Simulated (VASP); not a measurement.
# Ti (Pm-3m) in VASP: notebook, part 2 of 2

VASP 6.6.1. The steps go on from the part before.

## Step 4: Density of states, PBEsol

This run uses another cell than the first one, of 17.49 Å³/atom, 1.087 times its volume.

The input, POSCAR:

```
Ti
1.0
    2.5958144861      0.0000000000      0.0000000000
    0.0000000000      2.5958144861      0.0000000000
    0.0000000000      0.0000000000      2.5958144861
Ti
1
Direct
    0.0000000000      0.0000000000      0.0000000000
```

The input, INCAR.step1:

```
PREC = Accurate ; ENCUT = 520
EDIFF = 1E-7 ; ISMEAR = -1
SIGMA = 0.08 ; LREAL = F
LASPH = T ; NELM = 60
ALGO = Normal ; ISIF = 2
LWAVE = F ; LCHARG = T
LMAXMIX = 4 ; GGA = PS
NBANDS = 12
```

The input, KPOINTS.step1:

```
Automatic mesh
0
Gamma
  14 14 14
```

The input, INCAR.step2:

```
PREC = Accurate ; ENCUT = 520
EDIFF = 1E-7 ; ISMEAR = -5
SIGMA = 0.08 ; LREAL = F
LASPH = T ; NELM = 60
ALGO = Normal ; ISIF = 2
LWAVE = F ; LCHARG = F
LMAXMIX = 4 ; GGA = PS
LORBIT = 10 ; NBANDS = 12
NEDOS = 2001 ; ICHARG = 11
```

The input, KPOINTS.step2:

```
Automatic mesh
0
Gamma
  21 21 21
```

Potentials or basis: VASP PAW PBE potentials, release 64 (Ti_sv).

Command:

```console
cat potpaw_PBE.64/Ti_sv/POTCAR > POTCAR
cp INCAR.step1 INCAR
cp KPOINTS.step1 KPOINTS
mpirun -np 1 vasp_std > vasp.out
cp INCAR.step2 INCAR
cp KPOINTS.step2 KPOINTS
mpirun -np 1 vasp_std > vasp.out
```

OUTCAR:

```text
PREC = Accurate
   ENCUT = 520
   EDIFF = 1E-7
   ISMEAR = -5
   LREAL = F
   LASPH = T
   NELM = 60
   ISIF = 2
   GGA = PS
   LORBIT = 10
   ICHARG = 11

 ion  position               nearest neighbor table
   1  0.000  0.000  0.000-

  LATTYP: Found a simple cubic cell.
 ALAT       =     2.5958144861

  Lattice vectors:

 A1 = (   2.5958144861,   0.0000000000,   0.0000000000)
 A2 = (   0.0000000000,   2.5958144861,   0.0000000000)
 A3 = (   0.0000000000,   0.0000000000,   2.5958144861)

Analysis of symmetry for initial positions (statically):
=====================================================================
 Subroutine PRICEL returns:
 Original cell was already a primitive cell.

 Routine SETGRP: Setting up the symmetry group for a
 simple cubic supercell.

 Subroutine GETGRP returns: Found 48 space group operations
 (whereof 48 operations were pure point group operations)
 out of a pool of 48 trial point group operations.

The static configuration has the point symmetry O_h .

Analysis of symmetry for dynamics (positions and initial velocities):
=====================================================================
 Subroutine PRICEL returns:
 Original cell was already a primitive cell.

 Routine SETGRP: Setting up the symmetry group for a
 simple cubic supercell.

 Subroutine GETGRP returns: Found 48 space group operations
 (whereof 48 operations were pure point group operations)
 out of a pool of 48 trial point group operations.

The dynamic configuration has the point symmetry O_h .

 Subroutine INISYM returns: Found 48 space group operations
 (whereof 48 operations are pure point group operations),
 and found     1 'primitive' translations

----------------------------------------------------------------------------------------

                                     Primitive cell

  volume of cell :      17.4913

  direct lattice vectors                    reciprocal lattice vectors
     2.595814486  0.000000000  0.000000000     0.385235542  0.000000000  0.000000000
     0.000000000  2.595814486  0.000000000     0.000000000  0.385235542  0.000000000
     0.000000000  0.000000000  2.595814486     0.000000000  0.000000000  0.385235542

  length of vectors
     2.595814486  2.595814486  2.595814486     0.385235542  0.385235542  0.385235542

  position of ions in fractional coordinates (direct lattice)
     0.000000000  0.000000000  0.000000000

  ion indices of the primitive-cell ions
   primitive index   ion index
                 1           1

----------------------------------------------------------------------------------------

 KPOINTS: Automatic mesh

Automatic generation of k-mesh.
 Grid dimensions read from file:
 generate k-points for:   21   21   21

 Generating k-lattice:

  Cartesian coordinates                     Fractional coordinates (reciprocal lattice)
     0.018344550  0.000000000  0.000000000     0.047619048  0.000000000  0.000000000
     0.000000000  0.018344550  0.000000000     0.000000000  0.047619048  0.000000000
     0.000000000  0.000000000  0.018344550     0.000000000  0.000000000  0.047619048

  Length of vectors
     0.018344550  0.018344550  0.018344550

  Shift w.r.t. Gamma in fractional coordinates (k-lattice)
     0.000000000  0.000000000  0.000000000

 TETIRR: Found   4601 inequivalent tetrahedra from    55566

 Subroutine IBZKPT returns following result:
 ===========================================

[... 34 lines left out ...]
   ions per type =               1
   NGX,Y,Z   is equivalent  to a cutoff of  12.81, 12.81, 12.81 a.u.
   NGXF,Y,Z  is equivalent  to a cutoff of  25.62, 25.62, 25.62 a.u.
 SYSTEM =  unknown system
   PREC   = accura    normal or accurate (medium, high low for compatibility)
   ISTART =      0    job   : 0-new  1-cont  2-samecut
   ICHARG =     11    charge: 1-file 2-atom 10-const
   ISPIN  =      1    spin polarized calculation?
   LNONCOLLINEAR =      F non collinear calculations
   LSORBIT =      F    spin-orbit coupling
   LASPH  =      T    aspherical Exc in radial PAW
   ENCUT  =  520.0 eV  38.22 Ry    6.18 a.u.   4.83  4.83  4.83*2*pi/ulx,y,z
   NELM   =     60;   NELMIN=  2; NELMDL=  0     # of ELM steps
   EDIFF  = 0.1E-06   stopping-criterion for ELM
   LREAL  =      F    real-space projection
   EDIFFG = 0.1E-05   stopping-criterion for IOM
   NSW    =      0    number of steps for IOM
   IBRION =     -1    ionic relax: 0-MD 1-quasi-New 2-CG
   NFREE  =      0    steps in history (QN), initial steepest desc. (CG)
   ISIF   =      2    stress and relaxation
   ISYM   =      2    0-nonsym 1-usesym 2-fastsym
   POTIM  = 0.5000    time-step for ionic-motion
   TEBEG  =    0.0;   TEEND  =   0.0 temperature during run
   PSTRESS=    0.0 pullay stress
   NELECT =      12.0000    total number of electrons
   NUPDOWN=      -1.0000    fix difference up-down
   EMIN   =  10.00;   EMAX   =-10.00  energy-range for DOS
   EFERMI =   0.00;   METHOD = LEGACY
   ISMEAR =    -5;   SIGMA  =   0.08  broadening in eV -4-tet -1-fermi 0-gaus
   EFERMI_NEDOS =   21; number of points for ismear=-14 and -15
   IALGO  =     38    algorithm
   IMIX   =      4    mixing-type and parameters
     AMIX     =   0.40;   BMIX     =  1.00
     AMIX_MAG =   1.60;   BMIX_MAG =  1.00
  volume/ion in A,a.u.               =      17.49       118.04
  Fermi-wavevector in a.u.,A,eV,Ry     =   1.443871  2.728520 28.364912  2.084762
  Thomas-Fermi vector in A             =   2.562229
   LORBIT       =     10    0 simple, 1 ext, 2 COOP (PROOUT), +10 PAW based schemes
   GGA     = PS    functional components
   LHFCALC =     F    Hartree Fock is set to
   AEXX    =    0.0000 exact exchange contribution
   IVDW    =     0    specifies the selected vdW correction
   LEPSILON=     F    determine dielectric tensor
   LRPA    =     F    only Hartree local field effects (RPA)
 non-spin polarized calculation
 Fermi weights with tetrahedron method with Bloechl corrections
  energy-cutoff  :      520.00
  volume of cell :       17.49
 maximum number of plane-waves:       487
 NGX is ok and might be reduce to    20

 number of electron      11.9999999 magnetization

 Free energy of the ion-electron system (eV)
  ---------------------------------------------------
  ext. energy  EPLUGINS =         0.00000000
  ---------------------------------------------------
  free energy    TOTEN  =        -7.50038453 eV

  energy without entropy =       -7.50038453  energy(sigma->0) =       -7.50038453

 E-fermi :   7.9291     XC(G=0): -11.5009

 val. band max:        7.9354464358   @ k =   0.3810   0.0476   0.0476
 cond. band min:       7.8755826286   @ k =   0.3333   0.3333   0.3333
 fundamental gap:     -0.0598638072
 Fermi energy:         7.9291182175

 k-point     1 :       0.0000    0.0000    0.0000
  band No.  band energies     occupation
      1     -48.3653      2.00000
      2     -24.1691      2.00000
      3     -24.1691      2.00000
      4     -24.1691      2.00000
      5       2.1025      2.00000
      6       6.5378      2.00000
      7       6.5378      2.00000
      8      12.0574      0.00000
      9      12.0574      0.00000
     10      12.0574      0.00000
     11      24.1248      0.00000
     12      24.1248      0.00000
[... 331 lines left out ...]
 k-point    24 :       0.1905    0.0952    0.0000
  band No.  band energies     occupation
      1     -48.3047      2.00000
      2     -24.4918      2.00000
      3     -24.2302      2.00000
      4     -24.1327      2.00000
      5       3.2568      2.00000
      6       6.9041      2.00000
      7       7.3149      2.00000
      8      11.0917      0.00000
      9      11.3504      0.00000
     10      11.9252      0.00000
     11      20.1717      0.00000
     12      23.6069      0.00000

 [... further k-points ...]

------------------------ aborting loop because EDIFF is reached ----------------------------------------

  FORCE on cell =-STRESS in cart. coord.  units (eV):
  Direction    XX          YY          ZZ          XY          YZ          ZX
  --------------------------------------------------------------------------------------
  -------------------------------------------------------------------------------------
  Total       -0.1172164     -0.1172164     -0.1172164      0.0000000      0.0000000     -0.0000000
  in kB      -10.7368767    -10.7368767    -10.7368767      0.0000000      0.0000000     -0.0000000
  external PRESSURE =     -10.7368767 kB  Pullay stress =       0.0000000 kB

 VOLUME and BASIS-vectors are now :
 -----------------------------------------------------------------------------
  energy-cutoff  :      520.00
  volume of cell :       17.49
      direct lattice vectors                 reciprocal lattice vectors
     2.595814486  0.000000000  0.000000000     0.385235542  0.000000000  0.000000000
     0.000000000  2.595814486  0.000000000     0.000000000  0.385235542  0.000000000
     0.000000000  0.000000000  2.595814486     0.000000000  0.000000000  0.385235542

 POSITION                                       TOTAL-FORCE (eV/Angst)
 -----------------------------------------------------------------------------------
      0.00000      0.00000      0.00000         0.000000      0.000000      0.000000
 -----------------------------------------------------------------------------------
    total drift:                               -0.000000     -0.000000     -0.000000

  FREE ENERGIE OF THE ION-ELECTRON SYSTEM (eV)
  ---------------------------------------------------
  free  energy   TOTEN  =        -7.5003845272 eV

  energy  without entropy=       -7.5003845272  energy(sigma->0) =       -7.50038453

 total charge

# of ion       s       p       d       tot
------------------------------------------
    1        2.258   6.073   2.097  10.428
```

OSZICAR.step1:

```text
N       E                     dE             d eps       ncg     rms          rms(c)
DAV:   1     0.892630071271E+02    0.89263E+02   -0.65938E+03  2880   0.120E+03
DAV:   2    -0.379233448634E+01   -0.93055E+02   -0.90186E+02  2956   0.297E+02
DAV:   3    -0.814111765431E+01   -0.43488E+01   -0.42269E+01  3952   0.658E+01
DAV:   4    -0.823474940830E+01   -0.93632E-01   -0.93330E-01  3316   0.842E+00
DAV:   5    -0.823718072205E+01   -0.24313E-02   -0.24304E-02  3576   0.115E+00    0.837E+00
DAV:   6    -0.750963958167E+01    0.72754E+00   -0.18021E+00  3096   0.182E+01    0.235E+00
DAV:   7    -0.751127467092E+01   -0.16351E-02   -0.64349E-02  3576   0.257E+00    0.132E+00
DAV:   8    -0.752341697934E+01   -0.12142E-01   -0.38300E-02  3116   0.217E+00    0.873E-02
DAV:   9    -0.752341547441E+01    0.15049E-05   -0.26380E-03  3564   0.535E-01    0.950E-02
DAV:  10    -0.752345151910E+01   -0.36045E-04   -0.22717E-04  3092   0.151E-01    0.302E-02
DAV:  11    -0.752342940073E+01    0.22118E-04   -0.16735E-05  3316   0.553E-02    0.111E-02
DAV:  12    -0.752343011299E+01   -0.71226E-06   -0.28841E-06  3068   0.182E-02    0.197E-03
DAV:  13    -0.752343016250E+01   -0.49505E-07   -0.33929E-08  2200   0.197E-03
   1 F= -.75234302E+01 E0= -.75005544E+01  d E =-.457515E-01
```

Run time: 1.8 min. Hardware: 1 thread of AMD EPYC 7R13, shared host; peak memory 0.14 GiB.

What came out:

| Item | Value |
| --- | --- |
| Valence electrons inside the program's atomic spheres | Ti 10.43 |

Levels at points of the mesh, in eV from the Fermi level:
| k point | band 3 | band 4 | band 5 | band 6 | band 7 | band 8 | band 9 | band 10 |
| --- | --- | --- | --- | --- | --- | --- | --- | --- |
| (0.00, 0.00, 0.00) | -32.10 | -32.10 | -5.83 | -1.39 | -1.39 | 4.13 | 4.13 | 4.13 |

Caveat: the PAW data sets were made with another functional, which shifts forces and pressure a little; tetrahedron occupations give inexact forces and stress in metals.

## Step 5: Density of states, PBEsol (volume scaled by 0.45)

The input, POSCAR:

```
Ti
1.0
    1.9891971254      0.0000000000      0.0000000000
    0.0000000000      1.9891971254      0.0000000000
    0.0000000000      0.0000000000      1.9891971254
Ti
1
Direct
    0.0000000000      0.0000000000      0.0000000000
```

The input, INCAR.step1:

```
SYSTEM = Ti
PREC = Accurate
ENCUT = 520
EDIFF = 1E-6
ISMEAR = -1
SIGMA = 0.08
LREAL = .False.
LASPH = .True.
NELM = 80
ALGO = Normal
ISIF = 2
LWAVE = .False.
LCHARG = .True.
LMAXMIX = 4
GGA = PS
NBANDS = 12
```

The input, KPOINTS.step1:

```
Automatic mesh
0
Gamma
  14 14 14
  0 0 0
```

The input, INCAR.step2:

```
SYSTEM = Ti
PREC = Accurate
ENCUT = 520
EDIFF = 1E-6
ISMEAR = -5
SIGMA = 0.08
LREAL = .False.
LASPH = .True.
NELM = 80
ALGO = Normal
ISIF = 2
LWAVE = .False.
LCHARG = .False.
LMAXMIX = 4
GGA = PS
LORBIT = 11
NBANDS = 12
NEDOS = 2001
ICHARG = 11
```

The input, KPOINTS.step2:

```
Automatic mesh
0
Gamma
  21 21 21
  0 0 0
```

Command:

```console
cat potpaw_PBE.64/Ti_sv/POTCAR > POTCAR
cp INCAR.step1 INCAR
cp KPOINTS.step1 KPOINTS
mpirun -np 1 vasp_std > vasp.out
cp INCAR.step2 INCAR
cp KPOINTS.step2 KPOINTS
mpirun -np 1 vasp_std > vasp.out
```

Run time: 21 s. Hardware: 1 thread of AMD EPYC 7R43 (Zen 3), shared host; peak memory 0.11 GiB.

Levels at points of the mesh, in eV from the Fermi level:
```tsv
k point	band 3	band 4	band 5	band 6	band 7	band 8	band 9	band 10
(0.00, 0.00, 0.00)	-29.70	-29.70	-5.31	-4.75	-4.75	8.98	8.98	8.98
```

Caveat: the cell differs from its parent crystal (volume scaled by 0.45); the PAW data sets were made with another functional, which shifts forces and pressure a little; tetrahedron occupations give inexact forces and stress in metals.
